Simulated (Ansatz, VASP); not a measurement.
Given: the input of a run of Ansatz 0.2.0 on HfN.

File input.yaml:

```yaml
crystal:
  lattice:
    - [0.0, 2.256, 2.256]
    - [2.256, 0.0, 2.256]
    - [2.256, 2.256, 0.0]
  atoms:
    - { symbol: Hf, position: [0.0, 0.0, 0.0] }
    - { symbol: "N", position: [0.5, 0.5, 0.5] }
kpoints:
  mp_grid: { grid: [10, 10, 10] }
scf:
  occupations: { method: gaussian, width: 0.015 }
hamiltonian:
  xc: pbe
  pseudopotentials: { kind: all_electron, lapw: { basis_error: 0.001 } }
output:
  forces: true
  stress: true
  eigenvalues: true
```

Potentials or basis: all-electron LAPW, scalar-relativistic.

Run with:

```sh
$ ansatz run input.yaml --threads 1 --pin off --max-ram 3072MiB --backend cpu --events-out ev --progress --plain --runs-dir out
```

**Question.** Set up the same calculation for VASP 6.6.1. Potentials there: VASP PAW PBE potentials, release 64 (Hf_pv, N).

**Answer.** As run (the cutoff follows the program's own potentials):

File INCAR:

```
  ALGO = Normal
  EDIFF = 1E-6
  ENCUT = 600
  GGA = PE
  GGA_COMPAT = False
  ISIF = 2
  ISMEAR = 0
  LASPH = True
  LCHARG = False
  LREAL = False
  LWAVE = False
  NBANDS = 14
  NELM = 120
  PREC = Accurate
  SIGMA = 0.015
```

File KPOINTS:

```
k-points
0
Gamma
  10 10 10
```

POSCAR

```
HfN
1.0
    0.0000000000      2.2560000000      2.2560000000
    2.2560000000      0.0000000000      2.2560000000
    2.2560000000      2.2560000000      0.0000000000
Hf N
1 1
Direct
    0.0000000000      0.0000000000      0.0000000000
    0.5000000000      0.5000000000      0.5000000000
```

Potentials or basis: VASP PAW PBE potentials, release 64 (Hf_pv, N).

Launch:

```sh
$ cat potpaw_PBE.64/Hf_pv/POTCAR potpaw_PBE.64/N/POTCAR > POTCAR
$ mpirun -np 1 vasp_std > vasp.out
```

Both were run:

|  | VASP | Ansatz | Ansatz less VASP |
| --- | --- | --- | --- |
| gap on the k mesh at the Fermi level (eV) | none | none | - |
| pressure (GPa) | 4.1 | 6.7 | +2.57 |

A gap of «none» marks a metal or a gap that the smearing closes. Ansatz ran all-electron here, and VASP with PAW potentials.

Neither program's run includes spin-orbit coupling.
